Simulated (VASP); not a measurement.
**Sn2HO2: single point with PBE+D3(BJ)**

Slab: Sn2HO2, a slab with vacuum.

```
Sn O H
1.0
     3.82016    0.00000    0.00000
     0.00000    3.82016    0.00000
     0.00000    0.00000   17.86304
Sn O H
2 2 1
Direct
  0.75000 0.25000 0.22393
  0.25000 0.75000 0.35621
  0.25000 0.25000 0.29007
  0.75000 0.75000 0.29007
  0.25000 0.25000 0.42113
```

- Program: VASP 6.6.1
- Task: single point
- Functional: PBE
- Dispersion: D3(BJ)
- Potentials or basis: VASP PAW PBE potentials, release 64 (Sn_d, O, H)
- Cutoff: 520 eV
- k mesh: 7 × 7 × 1
- Occupations: gaussian, width 0.05 eV
- Spin: collinear spin, ferromagnetic start
- Starting moments: [0.0, 0.0, 0.0, 0.0, 1.0] μB
- Dipole correction: yes
- Further INCAR settings: ALGO = Normal; EDIFF = 1e-06; NBANDS = 32

```json
{"Largest force": "1.290 eV/Å", "Net moment": "0.14 μB per cell", "Site moments": "Sn +0.00, +0.04; O +0.01, +0.00; H +0.03 μB", "Valence electrons inside the program's atomic spheres": "Sn 12.10, 12.05; O 5.01, 4.99; H 0.45", "Dispersion energy per atom": "-0.124 eV"}
```

Forces on the atoms (eV/Å):
```
Sn   0.000  0.000 -0.072
Sn   0.000  0.000  0.831
O    0.000  0.000 -1.290
O    0.000  0.000  0.516
H    0.000  0.000  0.015
```

Levels at points of the mesh, in eV from the Fermi level:
Spin up:
```
           k point  band 17  band 18  band 19  band 20  band 21  band 22  band 23  band 24
(0.00, 0.00, 0.00)    -3.35    -2.88    -2.88    -1.89     0.71     1.98     4.08     4.26
```
Spin down:
| k point | band 17 | band 18 | band 19 | band 20 | band 21 | band 22 | band 23 | band 24 |
| --- | --- | --- | --- | --- | --- | --- | --- | --- |
| (0.00, 0.00, 0.00) | -3.34 | -2.87 | -2.85 | -1.83 | 0.79 | 1.98 | 4.11 | 4.30 |

Wall time 10 min on 1 thread of Oxide Virtual Turin-like Processor (shared host), peak memory 0.47 GiB.

Caveat: spin-orbit coupling is left out, which moves the levels of the heavy elements.
